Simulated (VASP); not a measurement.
# GaN (P6/mmm) in VASP: a series of runs

GaN is run at these levels: PBE; tasks: single point, relaxation of cell and atoms.

Everything below comes from runs of VASP 6.6.1. Logs are shortened: lines on timing, memory, paths and dates and some standing lists are left out, and cuts for length are marked.

## Step 1: The cell of the first run

The structure is hexagonal, space group P6/mmm (No. 191). The conventional cell has a = 2.627 Å, b = 2.627 Å, c = 4.080 Å, α = 90.00°, β = 90.00°, γ = 120.00°. Ga (site symmetry 6/mmm) has 2 N at 2.04 Å and 6 Ga at 2.63 Å within 2.7 Å. Within 2.7 Å of N (site symmetry 6/mmm) lie 2 Ga at 2.04 Å and 6 N at 2.63 Å.

The cell was built from a structure type or drawn by symmetry, and may not be a known phase.

## Step 2: Single point, PBE

Input file INCAR:

```
SYSTEM = GaN
PREC     = Accurate       ! precision mode
ENCUT    = 520            ! plane-wave cutoff, eV
EDIFF    = 1E-6           ! SCF threshold, eV
ISMEAR   = 0              ! smearing method
SIGMA    = 0.1            ! smearing width, eV
LREAL    = .FALSE.        ! projectors in reciprocal space
LASPH    = .TRUE.         ! aspherical terms in the spheres
NELM     = 60             ! most SCF steps
ALGO     = Normal         ! electronic algorithm
ISIF     = 2              ! what is computed and relaxed
LWAVE    = .FALSE.        ! write WAVECAR
LCHARG   = .FALSE.        ! write CHGCAR
GGA      = PE             ! functional
NBANDS   = 16             ! bands
```

Input file KPOINTS:

```
regular mesh
0
G
  12 12 4
  0 0 0
```

Input file POSCAR:

```
GaN
1.0
    2.6272434380      0.0000000034      0.0000000000
   -1.3136217219      2.2752595575      0.0000000000
    0.0000000000      0.0000000000      4.0804925120
Ga N
1 1
Direct
    0.0000000000      0.0000000000      0.5000000000
    0.0000000000      0.0000000000      0.0000000000
```

Potentials or basis: VASP PAW PBE potentials, release 64 (Ga_d, N).

On the command line:

```console
> cat potpaw_PBE.64/Ga_d/POTCAR potpaw_PBE.64/N/POTCAR > POTCAR
> mpirun -np 1 vasp_std > vasp.out
```

OUTCAR:

```text
SYSTEM = GaN
   PREC = Accurate
   ENCUT = 520
   EDIFF = 1E-6
   ISMEAR = 0
   LREAL = .FALSE.
   LASPH = .TRUE.
   NELM = 60
   ISIF = 2
   GGA = PE

 ion  position               nearest neighbor table
   1  0.000  0.000  0.500-   2 2.04   2 2.04
   2  0.000  0.000  0.000-   1 2.04   1 2.04

  LATTYP: Found a hexagonal cell.
 ALAT       =     2.6272434380
 C/A-ratio  =     1.5531459525

  Lattice vectors:

 A1 = (   2.6272434380,   0.0000000034,   0.0000000000)
 A2 = (  -1.3136217219,   2.2752595575,   0.0000000000)
 A3 = (   0.0000000000,   0.0000000000,   4.0804925120)

Analysis of symmetry for initial positions (statically):
=====================================================================
 Subroutine PRICEL returns:
 Original cell was already a primitive cell.

 Routine SETGRP: Setting up the symmetry group for a
 hexagonal supercell.

 Subroutine GETGRP returns: Found 24 space group operations
 (whereof 24 operations were pure point group operations)
 out of a pool of 24 trial point group operations.

The static configuration has the point symmetry D_6h.

Analysis of symmetry for dynamics (positions and initial velocities):
=====================================================================
 Subroutine PRICEL returns:
 Original cell was already a primitive cell.

 Routine SETGRP: Setting up the symmetry group for a
 hexagonal supercell.

 Subroutine GETGRP returns: Found 24 space group operations
 (whereof 24 operations were pure point group operations)
 out of a pool of 24 trial point group operations.

The dynamic configuration has the point symmetry D_6h.

 Subroutine INISYM returns: Found 24 space group operations
 (whereof 24 operations are pure point group operations),
 and found     1 'primitive' translations

----------------------------------------------------------------------------------------

                                     Primitive cell

  volume of cell :      24.3918

  direct lattice vectors                    reciprocal lattice vectors
     2.627243438  0.000000003  0.000000000     0.380627080  0.219755148  0.000000000
    -1.313621722  2.275259558  0.000000000    -0.000000001  0.439510295  0.000000000
     0.000000000  0.000000000  4.080492512     0.000000000  0.000000000  0.245068456

  length of vectors
     2.627243438  2.627243438  4.080492512     0.439510295  0.439510295  0.245068456

[... 79 lines left out ...]
   NELM   =     60;   NELMIN=  2; NELMDL= -5     # of ELM steps
   EDIFF  = 0.1E-05   stopping-criterion for ELM
   LREAL  =      F    real-space projection
   EDIFFG = 0.1E-04   stopping-criterion for IOM
   NSW    =      0    number of steps for IOM
   IBRION =     -1    ionic relax: 0-MD 1-quasi-New 2-CG
   NFREE  =      0    steps in history (QN), initial steepest desc. (CG)
   ISIF   =      2    stress and relaxation
   ISYM   =      2    0-nonsym 1-usesym 2-fastsym
   POTIM  = 0.5000    time-step for ionic-motion
   TEBEG  =    0.0;   TEEND  =   0.0 temperature during run
   PSTRESS=    0.0 pullay stress
   NELECT =      18.0000    total number of electrons
   NUPDOWN=      -1.0000    fix difference up-down
   EMIN   =  10.00;   EMAX   =-10.00  energy-range for DOS
   EFERMI =   0.00;   METHOD = LEGACY
   ISMEAR =     0;   SIGMA  =   0.10  broadening in eV -4-tet -1-fermi 0-gaus
   EFERMI_NEDOS =   21; number of points for ismear=-14 and -15
   IALGO  =     38    algorithm
   IMIX   =      4    mixing-type and parameters
     AMIX     =   0.40;   BMIX     =  1.00
     AMIX_MAG =   1.60;   BMIX_MAG =  1.00
  volume/ion in A,a.u.               =      12.20        82.30
  Fermi-wavevector in a.u.,A,eV,Ry     =   1.479396  2.795653 29.777873  2.188612
  Thomas-Fermi vector in A             =   2.593559
   LORBIT       =      0    0 simple, 1 ext, 2 COOP (PROOUT), +10 PAW based schemes
   GGA     = PE    functional components
   LHFCALC =     F    Hartree Fock is set to
   AEXX    =    0.0000 exact exchange contribution
   IVDW    =     0    specifies the selected vdW correction
   LEPSILON=     F    determine dielectric tensor
   LRPA    =     F    only Hartree local field effects (RPA)
 non-spin polarized calculation
 Gauss-broadening in eV      SIGMA  =   0.10
  energy-cutoff  :      520.00
  volume of cell :       24.39
 maximum number of plane-waves:       687
 NGX is ok and might be reduce to    20
   NGX =  9   NGY =  9   NGZ = 15

 number of electron      18.0000014 magnetization

 Free energy of the ion-electron system (eV)
  ---------------------------------------------------
  ext. energy  EPLUGINS =         0.00000000
  ---------------------------------------------------
  free energy    TOTEN  =        -7.92961086 eV

  energy without entropy =       -7.92590638  energy(sigma->0) =       -7.92775862

 E-fermi :   5.1523     XC(G=0): -11.7291

 val. band max:        5.0924777003   @ k =   0.2500   0.1667   0.5000
 cond. band min:       5.1954797587   @ k =   0.4167   0.0833   0.0000
 fundamental gap:      0.1030020585
 Fermi energy:         5.1522550131

 k-point     1 :       0.0000    0.0000    0.0000
  band No.  band energies     occupation
      1     -10.9039      2.00000
      2      -9.4373      2.00000
      3      -9.4373      2.00000
      4      -9.2324      2.00000
      5      -9.0239      2.00000
      6      -9.0239      2.00000
[... 433 lines left out ...]
      3      -9.3011      2.00000
      4      -9.0816      2.00000
      5      -9.0782      2.00000
      6      -7.8885      2.00000
[... 8 lines left out ...]
     15      20.5220      0.00000
     16      24.2889      0.00000

 [... further k-points ...]

------------------------ aborting loop because EDIFF is reached ----------------------------------------

  FORCE on cell =-STRESS in cart. coord.  units (eV):
  Direction    XX          YY          ZZ          XY          YZ          ZX
  --------------------------------------------------------------------------------------
  -------------------------------------------------------------------------------------
  Total        0.0189757      0.0189757      0.0689393      0.0000000      0.0000000      0.0000000
  in kB        1.2464200      1.2464200      4.5282857      0.0000000      0.0000000      0.0000000
  external PRESSURE =       2.3403752 kB  Pullay stress =       0.0000000 kB

 VOLUME and BASIS-vectors are now :
 -----------------------------------------------------------------------------
  energy-cutoff  :      520.00
  volume of cell :       24.39
      direct lattice vectors                 reciprocal lattice vectors
     2.627243438  0.000000003  0.000000000     0.380627080  0.219755148  0.000000000
    -1.313621722  2.275259558  0.000000000    -0.000000001  0.439510295  0.000000000
     0.000000000  0.000000000  4.080492512     0.000000000  0.000000000  0.245068456

 POSITION                                       TOTAL-FORCE (eV/Angst)
 -----------------------------------------------------------------------------------
      0.00000      0.00000      2.04025         0.000000      0.000000      0.000000
      0.00000      0.00000      0.00000        -0.000000      0.000000      0.000000
 -----------------------------------------------------------------------------------
    total drift:                               -0.000000      0.000000      0.000000

  FREE ENERGIE OF THE ION-ELECTRON SYSTEM (eV)
  ---------------------------------------------------
  free  energy   TOTEN  =        -7.9296108582 eV

  energy  without entropy=       -7.9259063761  energy(sigma->0) =       -7.92775862
```

OSZICAR:

```text
N       E                     dE             d eps       ncg     rms          rms(c)
DAV:   1     0.828812101372E+02    0.82881E+02   -0.90535E+03  1904   0.199E+03
DAV:   2    -0.251890723463E+01   -0.85400E+02   -0.80963E+02  2136   0.330E+02
DAV:   3    -0.830814814670E+01   -0.57892E+01   -0.57245E+01  2120   0.677E+01
DAV:   4    -0.837429142018E+01   -0.66143E-01   -0.66119E-01  2272   0.801E+00
DAV:   5    -0.837509182194E+01   -0.80040E-03   -0.80036E-03  2184   0.798E-01    0.407E+00
DAV:   6    -0.813602454128E+01    0.23907E+00   -0.42031E+00  2608   0.283E+01    0.317E+00
DAV:   7    -0.793981740563E+01    0.19621E+00   -0.39637E-01  2336   0.859E+00    0.131E+00
DAV:   8    -0.793672488523E+01    0.30925E-02   -0.11420E-01  2248   0.263E+00    0.621E-01
DAV:   9    -0.793074468943E+01    0.59802E-02   -0.10721E-02  2200   0.110E+00    0.297E-01
DAV:  10    -0.793016325696E+01    0.58143E-03   -0.11494E-03  2280   0.255E-01    0.196E-01
DAV:  11    -0.792959909207E+01    0.56416E-03   -0.15192E-03  2248   0.344E-01    0.208E-02
DAV:  12    -0.792961024226E+01   -0.11150E-04   -0.13235E-04  2040   0.913E-02    0.136E-02
DAV:  13    -0.792961085823E+01   -0.61598E-06   -0.23502E-06  2296   0.133E-02
   1 F= -.79296109E+01 E0= -.79277586E+01  d E =-.370448E-02
```

stdout:

```text
POSCAR found type information on POSCAR GaN
 POSCAR found :  2 types and       2 ions
 scaLAPACK will be used
 LDA part: xc-table for (Slater+PW92), standard interpolation
 POSCAR, INCAR and KPOINTS ok, starting setup
 FFT: planning ... GRIDC
 FFT: planning ... GRID_SOFT
 FFT: planning ... GRID
 WAVECAR not read
 entering main loop
```

Run time: 21 s. Hardware: 1 thread of AMD EPYC 9R14 (Zen 4), shared host; peak memory 0.11 GiB.

Results:

```yaml
Free_energy: -7.9296 eV
Pressure: 0.2 GPa
Band_gap_on_the_k_mesh: zero (bands 9 and 10 overlap by 2.52 eV)
```

Levels at points of the mesh, in eV from the Fermi level:
```tsv
k point	band 7	band 8	band 9	band 10	band 11	band 12
(0.00, 0.00, 0.00)	-6.62	-5.64	1.52	1.52	9.15	14.46
(0.50, 0.00, 0.00)	-5.33	-3.23	0.23	0.32	0.35	8.96
(0.00, 0.00, 0.50)	-10.71	1.08	1.64	1.64	4.78	15.58
(0.50, 0.00, 0.50)	-4.86	-3.84	-2.48	0.57	4.42	9.98
```

Caveat: the k points lie up to 0.38 Å⁻¹ apart, too coarse for converged energies and pressures of a metal.

## Step 3: Relaxation of cell and atoms, PBE

This run uses another cell than the first one, of 12.17 Å³/atom.

Input file INCAR:

```
  ALGO = Normal
  EDIFF = 1E-6
  EDIFFG = -0.04
  ENCUT = 600
  GGA = PE
  IBRION = 2
  ISIF = 3
  ISMEAR = 0
  LASPH = T
  LCHARG = F
  LREAL = F
  LWAVE = F
  NELM = 100
  NSW = 90
  PREC = Accurate
  SIGMA = 0.1
```

Input file KPOINTS:

```
k-points
0
Gamma
  12 12 4
```

Input file POSCAR:

```
GaN
1.0
    2.2349519900      0.0000000000      0.0000000000
   -1.1174760000      1.9355252000      0.0000000000
    0.0000000000      0.0000000000      5.6255517300
Ga N
1 1
Direct
    0.0000000000      0.0000000000      0.5000000000
    0.0000000000      0.0000000000      0.0000000000
```

Potentials or basis: VASP PAW PBE potentials, release 64 (Ga_d, N).

On the command line:

```console
> cat potpaw_PBE.64/Ga_d/POTCAR potpaw_PBE.64/N/POTCAR > POTCAR
> mpirun -np 1 vasp_std > vasp.out
```

OUTCAR:

```text
EDIFF = 1E-6
   EDIFFG = -0.04
   ENCUT = 600
   GGA = PE
   IBRION = 2
   ISIF = 3
   ISMEAR = 0
   LASPH = T
   LREAL = F
   NELM = 100
   NSW = 90
   PREC = Accurate

 ion  position               nearest neighbor table
   1  0.000  0.000  0.500-
   2  0.000  0.000  0.000-

  LATTYP: Found a hexagonal cell.
 ALAT       =     2.2349519900
 C/A-ratio  =     2.5170794519

  Lattice vectors:

 A1 = (   2.2349519900,   0.0000000000,   0.0000000000)
 A2 = (  -1.1174760000,   1.9355252000,   0.0000000000)
 A3 = (   0.0000000000,   0.0000000000,   5.6255517300)

Analysis of symmetry for initial positions (statically):
=====================================================================
 Subroutine PRICEL returns:
 Original cell was already a primitive cell.

 Routine SETGRP: Setting up the symmetry group for a
 hexagonal supercell.

 Subroutine GETGRP returns: Found 24 space group operations
 (whereof 24 operations were pure point group operations)
 out of a pool of 24 trial point group operations.

The static configuration has the point symmetry D_6h.

Analysis of symmetry for dynamics (positions and initial velocities):
=====================================================================
 Subroutine PRICEL returns:
 Original cell was already a primitive cell.

 Routine SETGRP: Setting up the symmetry group for a
 hexagonal supercell.

 Subroutine GETGRP returns: Found 24 space group operations
 (whereof 24 operations were pure point group operations)
[... 202 lines left out ...]
      4     -11.4007      2.00000
      5     -11.4007      2.00000
      6     -10.8941      2.00000
      7      -5.3840      2.00000
      8      -1.1930      2.00000
      9       4.8652      0.00000
     10       4.8652      0.00000
     11       8.0959      0.00000
     12      15.2937      0.00000
     13      19.6304      0.00000
[... 433 lines left out ...]
  FREE ENERGIE OF THE ION-ELECTRON SYSTEM (eV)
  ---------------------------------------------------
  free  energy   TOTEN  =        -7.1441969375 eV

  energy  without entropy=       -7.1319310056  energy(sigma->0) =       -7.13806397

[... ionic steps 4 to 7 ...]

--------------------------------------- Ionic step        8  -------------------------------------------

 number of electron      18.0000020 magnetization

------------------------ aborting loop because EDIFF is reached ----------------------------------------
[... 67 lines left out ...]
--------------------------------------- Ionic step       10  -------------------------------------------

 number of electron      18.0000020 magnetization

 Free energy of the ion-electron system (eV)
  ---------------------------------------------------
  ext. energy  EPLUGINS =         0.00000000
  ---------------------------------------------------
  free energy    TOTEN  =        -7.92678297 eV

  energy without entropy =       -7.92342164  energy(sigma->0) =       -7.92510231

 E-fermi :   5.1788     XC(G=0): -11.7392

 val. band max:        5.1210200429   @ k =   0.2500   0.1667   0.5000
 cond. band min:       5.2232438129   @ k =   0.4167   0.0833   0.0000
 fundamental gap:      0.1022237699
 Fermi energy:         5.1787762500

 k-point     1 :       0.0000    0.0000    0.0000
  band No.  band energies     occupation
      1     -10.8877      2.00000
      2      -9.4271      2.00000
      3      -9.4271      2.00000
      4      -9.2300      2.00000
      5      -9.0108      2.00000
      6      -9.0108      2.00000
      7      -1.4843      2.00000
      8      -0.4794      2.00000
      9       6.7137      0.00000
     10       6.7137      0.00000
     11      14.3002      0.00000
     12      19.6778      0.00000
     13      23.4071      0.00000
[... 397 lines left out ...]
  FREE ENERGIE OF THE ION-ELECTRON SYSTEM (eV)
  ---------------------------------------------------
  free  energy   TOTEN  =        -7.9267829690 eV

  energy  without entropy=       -7.9234216435  energy(sigma->0) =       -7.92510231

 reached required accuracy - stopping structural energy minimisation
```

Wall time 1.9 min (1 thread of AMD EPYC 9R14 (Zen 4), shared host); peak memory 0.13 GiB.

What came out:

| Item | Value |
| --- | --- |
| Free energy | -7.9268 eV |
| Relaxed volume | 12.17 Å³/atom |
| Relaxed cell | a = 2.624 Å, b = 2.624 Å, c = 4.084 Å, α = 90.00°, β = 90.00°, γ = 120.00° |
| Space group after relaxing (to 0.1 Å) | P6/mmm (No. 191) |
| Energy gained by relaxing | 1178.1 meV/atom |
| Ionic steps | 10 |
| Pressure after relaxing | -0.2 GPa |
| Band gap on the k mesh | zero (bands 9 and 10 overlap by 2.56 eV) |

Step by step:
```tsv
step	energy change (eV)	largest force (eV/Å)	pressure (GPa)	volume (Å³)
1	0.0000	0.0000	25.30	24.34
2	-1.5792	0.0000	-15.93	30.81
3	-1.5736	0.0000	-15.35	30.54
4	-2.3072	0.0000	-7.43	26.01
5	-2.3442	0.0000	-1.95	25.08
6	-2.3443	0.0000	-2.91	25.19
7	-2.3553	0.0000	-1.15	24.56
8	-2.3555	0.0000	-0.88	24.48
9	-2.3556	0.0000	0.88	24.23
10	-2.3562	0.0000	-0.23	24.35
```

Final structure:
```
Ga N
1.0
     2.62373    0.00000    0.00000
    -1.31187    2.27222    0.00000
     0.00000    0.00000    4.08436
Ga N
1 1
Direct
  0.00000 0.00000 0.50000
  0.00000 0.00000 0.00000
```

Levels at points of the mesh, in eV from the Fermi level:
| k point | band 5 | band 6 | band 7 | band 8 | band 9 | band 10 | band 11 | band 12 | band 13 |
| --- | --- | --- | --- | --- | --- | --- | --- | --- | --- |
| (0.00, 0.00, 0.00) | -14.19 | -14.19 | -6.66 | -5.66 | 1.53 | 1.53 | 9.12 | 14.50 | 18.23 |
| (0.50, 0.00, 0.00) | -14.12 | -11.96 | -5.34 | -3.23 | 0.20 | 0.31 | 0.36 | 8.94 | 11.70 |
| (0.00, 0.00, 0.50) | -14.20 | -14.20 | -10.74 | 1.05 | 1.66 | 1.66 | 4.74 | 15.61 | 17.03 |
| (0.50, 0.00, 0.50) | -14.12 | -12.68 | -4.86 | -3.86 | -2.50 | 0.57 | 4.40 | 9.96 | 10.63 |

Caveat: a cell axis changed by over 15 % at a fixed basis, so the end point is rough.
